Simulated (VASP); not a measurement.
# Ge (Fd-3m) in VASP: elastic constants with PBEsol

Aim: the elastic constants of Ge with PBEsol.

All numbers are computed with VASP 6.6.1; they aren't measurements. Logs are shortened: lines on timing, memory, paths and dates and some standing lists are left out, and cuts for length are marked.

## Step 1: The cell of the first run

Symmetry: Fd-3m, No. 227, cubic system. The conventional cell has a = 5.391 Å, b = 5.391 Å, c = 5.391 Å, α = 90.00°, β = 90.00°, γ = 90.00°. Within 3.1 Å of Ge (site symmetry -43m) lie 4 Ge at 2.33 Å.

## Step 2: Elastic constants, PBEsol

The input, INCAR:

```
SYSTEM = Ge
PREC     = Accurate       ! precision mode
ENCUT    = 600            ! plane-wave cutoff, eV
EDIFF    = 1E-8           ! SCF threshold, eV
ISMEAR   = -1             ! smearing method
SIGMA    = 0.05           ! smearing width, eV
LREAL    = .FALSE.        ! projectors in reciprocal space
LASPH    = .TRUE.         ! aspherical terms in the spheres
NELM     = 100            ! most SCF steps
ALGO     = Normal         ! electronic algorithm
ISIF     = 3              ! what is computed and relaxed
LWAVE    = .FALSE.        ! write WAVECAR
LCHARG   = .FALSE.        ! write CHGCAR
GGA      = PS             ! functional
IBRION   = 6              ! ionic algorithm
NFREE    = 2            
POTIM    = 0.015          ! step
NSW      = 1              ! ionic steps
```

The input, KPOINTS:

```
regular mesh
0
G
  14 14 14
  0 0 0
```

The input, POSCAR:

```
Ge
1.0
    0.0000000000      2.6956558040      2.6956558040
    2.6956558040      0.0000000000      2.6956558040
    2.6956558040      2.6956558040      0.0000000000
Ge
2
Direct
    0.5000000000      0.5000000000      0.5000000000
    0.7500000000      0.7500000000      0.7500000000
```

Potentials or basis: VASP PAW PBE potentials, release 64 (Ge_d).

Started as:

```console
> cat potpaw_PBE.64/Ge_d/POTCAR > POTCAR
> mpirun -np 1 vasp_std > vasp.out
```

OUTCAR:

```text
SYSTEM = Ge
   PREC = Accurate
   ENCUT = 600
   EDIFF = 1E-8
   ISMEAR = -1
   LREAL = .FALSE.
   LASPH = .TRUE.
   NELM = 100
   ISIF = 3
   GGA = PS
   IBRION = 6
   NFREE = 2
   POTIM = 0.015
   NSW = 1

 ion  position               nearest neighbor table
   1  0.500  0.500  0.500-   2 2.33   2 2.33   2 2.33   2 2.33
   2  0.750  0.750  0.750-   1 2.33   1 2.33   1 2.33   1 2.33

  LATTYP: Found a face centered cubic cell.
 ALAT       =     5.3913116080

  Lattice vectors:

 A1 = (   0.0000000000,   2.6956558040,   2.6956558040)
 A2 = (   2.6956558040,   0.0000000000,   2.6956558040)
 A3 = (   2.6956558040,   2.6956558040,   0.0000000000)

Analysis of symmetry for initial positions (statically):
=====================================================================
 Subroutine PRICEL returns:
 Original cell was already a primitive cell.

 Routine SETGRP: Setting up the symmetry group for a
 face centered cubic supercell.

 Subroutine GETGRP returns: Found 48 space group operations
 (whereof 24 operations were pure point group operations)
 out of a pool of 48 trial point group operations.

The static configuration has the point symmetry T_d .
 The point group associated with its full space group is O_h .

Analysis of symmetry for dynamics (positions and initial velocities):
=====================================================================
 Subroutine PRICEL returns:
 Original cell was already a primitive cell.

 Routine SETGRP: Setting up the symmetry group for a
 face centered cubic supercell.

 Subroutine GETGRP returns: Found 48 space group operations
 (whereof 24 operations were pure point group operations)
 out of a pool of 48 trial point group operations.

The dynamic configuration has the point symmetry T_d .
 The point group associated with its full space group is O_h .

 Subroutine INISYM returns: Found 48 space group operations
 (whereof 24 operations are pure point group operations),
 and found     1 'primitive' translations

----------------------------------------------------------------------------------------

                                     Primitive cell

  volume of cell :      39.1763

  direct lattice vectors                    reciprocal lattice vectors
     0.000000000  2.695655804  2.695655804    -0.185483621  0.185483621  0.185483621
     2.695655804  0.000000000  2.695655804     0.185483621 -0.185483621  0.185483621
     2.695655804  2.695655804  0.000000000     0.185483621  0.185483621 -0.185483621

  length of vectors
     3.812232998  3.812232998  3.812232998     0.321267056  0.321267056  0.321267056

  position of ions in fractional coordinates (direct lattice)
     0.500000000  0.500000000  0.500000000
     0.750000000  0.750000000  0.750000000

  ion indices of the primitive-cell ions
   primitive index   ion index
                 1           1
                 2           2

----------------------------------------------------------------------------------------

 KPOINTS: regular mesh

[... 106 lines left out ...]

 number of electron      28.0000020 magnetization

 Free energy of the ion-electron system (eV)
  ---------------------------------------------------
  ext. energy  EPLUGINS =         0.00000000
  ---------------------------------------------------
  free energy    TOTEN  =        -9.61255547 eV

  energy without entropy =       -9.61240752  energy(sigma->0) =       -9.61248149

------------------------ aborting loop because EDIFF is reached ----------------------------------------

  FORCE on cell =-STRESS in cart. coord.  units (eV):
  Direction    XX          YY          ZZ          XY          YZ          ZX
  --------------------------------------------------------------------------------------
  -------------------------------------------------------------------------------------
  Total        3.6476538      3.6476538      3.6476538      0.0000000      0.0000000     -0.0000000
  in kB      149.1766620    149.1766620    149.1766620      0.0000000      0.0000000     -0.0000000
  external PRESSURE =     149.1766620 kB  Pullay stress =       0.0000000 kB
[... 89 lines left out ...]
  FREE ENERGIE OF THE ION-ELECTRON SYSTEM (eV)
  ---------------------------------------------------
  free  energy   TOTEN  =        -9.5528156339 eV

  energy  without entropy=       -9.5525858788  energy(sigma->0) =       -9.55270076

[... ionic steps 4 to 12 ...]

--------------------------------------- Ionic step       13  -------------------------------------------

 number of electron      28.0000016 magnetization

------------------------ aborting loop because EDIFF is reached ----------------------------------------
[... 67 lines left out ...]
--------------------------------------- Ionic step       15  -------------------------------------------

 number of electron      28.0000014 magnetization

 Free energy of the ion-electron system (eV)
  ---------------------------------------------------
  ext. energy  EPLUGINS =         0.00000000
  ---------------------------------------------------
  free energy    TOTEN  =        -9.61083257 eV

  energy without entropy =       -9.61066373  energy(sigma->0) =       -9.61074815

 E-fermi :   6.5100     XC(G=0): -10.8350

 val. band max:        6.4647153120   @ k =   0.0000   0.0000   0.0000
 cond. band min:       6.6418385139   @ k =   0.0000   0.4286   0.4286
 fundamental gap:      0.1771232019
 Fermi energy:         6.5100026979

 k-point     1 :       0.0000    0.0000    0.0000
  band No.  band energies     occupation
      1     -18.6505      2.00000
      2     -18.6457      2.00000
      3     -18.6403      2.00000
      4     -18.5962      2.00000
      5     -18.5961      2.00000
      6     -18.2929      2.00000
[... 481 lines left out ...]
      5     -18.5190      2.00000
      6     -18.3831      2.00000
[... 10 lines left out ...]
     17      11.3917      0.00000
     18      11.6501      0.00000

 [... further k-points ...]

------------------------ aborting loop because EDIFF is reached ----------------------------------------

  FORCE on cell =-STRESS in cart. coord.  units (eV):
  Direction    XX          YY          ZZ          XY          YZ          ZX
  --------------------------------------------------------------------------------------
  -------------------------------------------------------------------------------------
  Total        3.6434473      3.6475617      3.6475617      0.0000000     -0.2242890      0.0000000
  in kB      149.0046317    149.1728963    149.1728963      0.0000000     -9.1726589      0.0000000
  external PRESSURE =     149.1168081 kB  Pullay stress =       0.0000000 kB
[... 17 lines left out ...]
  FREE ENERGIE OF THE ION-ELECTRON SYSTEM (eV)
  ---------------------------------------------------
  free  energy   TOTEN  =        -9.6108325719 eV

  energy  without entropy=       -9.6106637334  energy(sigma->0) =       -9.61074815

 INTERNAL STRAIN TENSORS FROM STRAINED CELLS
 ============================================

 INTERNAL STRAIN TENSOR FOR ION    1 for displacements in x,y,z  (eV/Angst):
          X           Y           Z          XY          YZ          ZX
  --------------------------------------------------------------------------------
  x     0.00000    -0.00000    -0.00000     0.00000    14.95746     0.00000
  y    -0.00000     0.00000    -0.00000     0.00000    -0.00000    14.96048
  z    -0.00000    -0.00000    -0.00000    14.95602    -0.00000     0.00000

 INTERNAL STRAIN TENSORS FROM DISPLACED ATOMS
 ============================================

 INTERNAL STRAIN TENSOR FOR ION    1 for displacements in x,y,z  (eV/Angst):
          X           Y           Z          XY          YZ          ZX
  --------------------------------------------------------------------------------
  x     0.00000     0.00000     0.00000     0.00000    14.95270     0.00000
  y     0.00000    -0.00000     0.00000     0.00000     0.00000    14.95270
  z     0.00000     0.00000     0.00000    14.95270     0.00000     0.00000

 INTERNAL STRAIN TENSOR FOR ION    2 for displacements in x,y,z  (eV/Angst):
          X           Y           Z          XY          YZ          ZX
  --------------------------------------------------------------------------------
  x    -0.00000     0.00000     0.00000     0.00000   -14.95270     0.00000
  y     0.00000     0.00000     0.00000     0.00000     0.00000   -14.95270
  z     0.00000     0.00000    -0.00000   -14.95270     0.00000     0.00000

 Eigenvectors and eigenvalues of the dynamical matrix
 ----------------------------------------------------

   1 f  =   10.136512 THz    63.689584 2PiTHz  338.117650 cm-1    41.921227 meV
             X         Y         Z           dx          dy          dz
      2.695656  2.695656  2.695656     0.000000   -0.707107    0.000000
      4.043484  4.043484  4.043484     0.000000    0.707107    0.000000
[... 21 lines left out ...]
   6 f  =    0.000000 THz     0.000000 2PiTHz    0.000000 cm-1     0.000000 meV
             X         Y         Z           dx          dy          dz
      2.695656  2.695656  2.695656     0.000000    0.000000    0.707107
      4.043484  4.043484  4.043484     0.000000    0.000000    0.707107

--------------------------------------------------------------------------------------------------------

 ELASTIC MODULI CONTR FROM IONIC RELAXATION (kBar)
 Direction    XX          YY          ZZ          XY          YZ          ZX
 --------------------------------------------------------------------------------
 XX          -0.0000      0.0000      0.0000      0.0000     -0.0000      0.0000
 YY           0.0000     -0.0000      0.0000      0.0000      0.0000      0.0000
 ZZ           0.0000      0.0000     -0.0000     -0.0000      0.0000      0.0000
 XY           0.0000      0.0000     -0.0000   -599.0795      0.0000      0.0000
 YZ          -0.0000      0.0000      0.0000      0.0000   -599.0795      0.0000
 ZX           0.0000      0.0000      0.0000      0.0000      0.0000   -599.0795
 --------------------------------------------------------------------------------

 TOTAL ELASTIC MODULI (kBar)
 Direction    XX          YY          ZZ          XY          YZ          ZX
 --------------------------------------------------------------------------------
 XX        1658.0933    924.0189    924.0189      0.0000     -0.0000      0.0000
 YY         924.0189   1658.0933    924.0189      0.0000     -0.0000      0.0000
 ZZ         924.0189    924.0189   1658.0933     -0.0000      0.0000      0.0000
 XY           0.0000      0.0000     -0.0000    712.0169      0.0000     -0.0000
 YZ          -0.0000     -0.0000      0.0000      0.0000    712.0169     -0.0000
 ZX           0.0000      0.0000      0.0000     -0.0000     -0.0000    712.0169
 --------------------------------------------------------------------------------
```

Run time: 1.8 h. Hardware: 1 thread of Oxide Virtual Turin-like, shared host; peak memory 0.89 GiB.

Results:

| Item | Value |
| --- | --- |
| Elastic constants C11, C12, C44 | 166, 92, 71 GPa |
| Voigt bulk modulus | 117 GPa |
| Highest phonon frequency at Γ | 338 cm⁻¹ |

Phonon frequencies in cm⁻¹ (negative: imaginary):
```
              q point        frequencies
(0.000, 0.000, 0.000)  0 0 0 338 338 338
```

Elastic tensor in Voigt notation (GPa, in the Cartesian axes of the cell as first typed):
```
166  92  92   0   0   0
 92 166  92   0   0   0
 92  92 166   0   0   0
  0   0   0  71   0   0
  0   0   0   0  71   0
  0   0   0   0   0  71
```

Clamped-ion elastic tensor (GPa):
```
166  92  92   0   0   0
 92 166  92   0   0   0
 92  92 166   0   0   0
  0   0   0 131   0   0
  0   0   0   0 131   0
  0   0   0   0   0 131
```

Caveat: the cell is under stress, which shifts elastic constants; the PAW data sets were made with another functional, which shifts forces and pressure a little.
